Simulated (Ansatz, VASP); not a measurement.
**HfO2: VASP beside Ansatz**

```
CELL_PARAMETERS angstrom
0.00000 2.47029 2.47029
2.47029 0.00000 2.47029
2.47029 2.47029 0.00000
ATOMIC_POSITIONS crystal
Hf 0.00000 0.00000 0.00000
O 0.25000 0.25000 0.25000
O 0.75000 0.75000 0.75000
```

Change from the starting cell: volume scaled by 0.94, PAW files.

Alike in both runs: task single point; functional PBEsol; k mesh 11 × 11 × 11; occupations fermi-dirac, width 0.1 eV; no spin polarisation.

```csv
,VASP,Ansatz
version,VASP 6.6.1,Ansatz 0.2.0
potentials or method,"VASP PAW PBE potentials, release 64 (Hf_pv, O)","PAW with Ansatz's default frozen-core files, scalar-relativistic"
plane-wave cutoff (eV),520,420
valence electrons in the cell,22,38
```

```csv
,VASP,Ansatz,Ansatz less VASP
gap on the k mesh at the Fermi level (eV),3.95,3.91,-0.043
pressure (GPa),14.5,18.7,+4.22
```

VASP's potentials were made for PBE, not for PBEsol. With one functional, cell and mesh, what is left measures potentials, basis and numerics. VASP's potentials hold 22 valence electrons a cell and Ansatz's 38, so a difference there can come from the potentials and not from the codes.

Neither program's run includes spin-orbit coupling.
